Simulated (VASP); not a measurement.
A run of VASP 6.6.1:

INCAR

```
SYSTEM = Ni
PREC     = Accurate       ! precision mode
ENCUT    = 520            ! plane-wave cutoff, eV
EDIFF    = 1E-6           ! SCF threshold, eV
ISMEAR   = -1             ! smearing method
SIGMA    = 0.1            ! smearing width, eV
LREAL    = .False.        ! projectors in reciprocal space
LASPH    = .True.         ! aspherical terms in the spheres
NELM     = 60             ! most SCF steps
ALGO     = Normal         ! electronic algorithm
ISIF     = 2              ! what is computed and relaxed
LWAVE    = .False.        ! write WAVECAR
LCHARG   = .False.        ! write CHGCAR
GGA      = PS             ! functional
NBANDS   = 11             ! bands
```

File KPOINTS:

```
regular mesh
0
Gamma
  26 26 26
  0 0 0
```

Contents of POSCAR:

```
Ni
1.0
   -1.3756716208      1.3756716208      1.3756716208
    1.3756716208     -1.3756716208      1.3756716208
    1.3756716208      1.3756716208     -1.3756716208
Ni
1
Direct
    0.0000000000      0.0000000000      0.0000000000
```

Potentials or basis: VASP PAW PBE potentials, release 64 (Ni).

Run with:

```sh
$ cat potpaw_PBE.64/Ni/POTCAR > POTCAR
$ mpirun -np 1 vasp_std > vasp.out
```

Hardware: 1 thread of Intel(R) Xeon(R) 6975P-C (Granite Rapids), with other jobs on the host.

Task: How long does it take, and how much memory?

Result: Wall time 18 s on 1 thread of Intel(R) Xeon(R) 6975P-C (Granite Rapids), with other jobs on the host, peak memory 0.17 GiB. Counts: scf iterations 11, k points 511.
